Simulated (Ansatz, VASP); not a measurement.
Ti3Al in VASP and in Ansatz

The input INCAR:

```
SYSTEM = Ti3Al
PREC     = Accurate       ! precision mode
ENCUT    = 520            ! plane-wave cutoff, eV
EDIFF    = 1E-6           ! SCF threshold, eV
ISMEAR   = 0              ! smearing method
SIGMA    = 0.15           ! smearing width, eV
LREAL    = .False.        ! projectors in reciprocal space
LASPH    = .True.         ! aspherical terms in the spheres
NELM     = 100            ! most SCF steps
ALGO     = Fast           ! electronic algorithm
ISIF     = 2              ! what is computed and relaxed
LWAVE    = .False.        ! write WAVECAR
LCHARG   = .False.        ! write CHGCAR
GGA      = CA             ! functional
NBANDS   = 28             ! bands
```

File KPOINTS:

```
Automatic mesh
0
Gamma
  15 15 6
  0 0 0
```

File POSCAR:

```
Ti3Al
1.0
    2.8609400907      0.0000000000      0.0000000000
   -1.4304700453      2.4776467973      0.0000000000
    0.0000000000      0.0000000000      9.0513401041
Ti Al
3 1
Direct
    0.5477511268      0.2800569744      0.0000000000
    0.3745304621      0.6851237415      0.7515223620
    0.3745304621      0.6851237415      0.2484776380
    0.7314577912      0.3623609542      0.5000000000
```

Input for Ansatz:

```yaml
crystal:
  lattice:
    - [2.8609400907, 0.0, 0.0]
    - [-1.4304700453, 2.4776467973, 0.0]
    - [0.0, 0.0, 9.0513401041]
  atoms:
    - { symbol: Ti, position: [0.5477511268, 0.2800569744, 0.0] }
    - { symbol: Ti, position: [0.3745304621, 0.6851237415, 0.751522362] }
    - { symbol: Ti, position: [0.3745304621, 0.6851237415, 0.248477638] }
    - { symbol: Al, position: [0.7314577912, 0.3623609542, 0.5] }
basis:
  ecutwfc: 520.0
kpoints:
  mp_grid: { grid: [15, 15, 6] }
hamiltonian:
  xc: lda
  pseudopotentials: { kind: paw, azcp: { folder: soft_1 } }
scf:
  occupations: { method: gaussian, width: 0.15 }
output:
  forces: true
  stress: true
  eigenvalues: true
```

Change from the starting cell: mode 4 frozen in at -0.264 Å and mode 5 at -0.132 Å (largest displacements).

Alike in both runs: task single point; functional LDA; k mesh 15 × 15 × 6; occupations gaussian, width 0.15 eV; no spin polarisation.

|  | VASP | Ansatz |
| --- | --- | --- |
| version | VASP 6.6.1 | Ansatz 0.2.0 |
| potentials or method | VASP PAW LDA potentials, release 64 (Ti_sv, Al), cutoff 520 eV | scalar-relativistic, plane waves, PAW |
| valence electrons in the cell | 39 | 39 |

|  | VASP | Ansatz | Ansatz less VASP |
| --- | --- | --- | --- |
| gap on the k mesh at the Fermi level (eV) | none | none | - |
| pressure (GPa) | -0.6 | -0.5 | +0.10 |
| traceless stress, the component that is largest in VASP (GPa) | -1.05 | -1.08 | -0.034 |
| rms of the force components (eV/Å) | 0.109 | 0.110 | +0.0015 |

Ansatz warns that its potentials were made for another functional, while VASP's fit it. LDA's correlation is that of Perdew and Zunger in VASP and of Perdew and Wang (1992) in Ansatz. Atom by atom the forces differ by 0.004 eV/Å (rms over components). A gap of «none» marks a metal or a gap that the smearing closes.
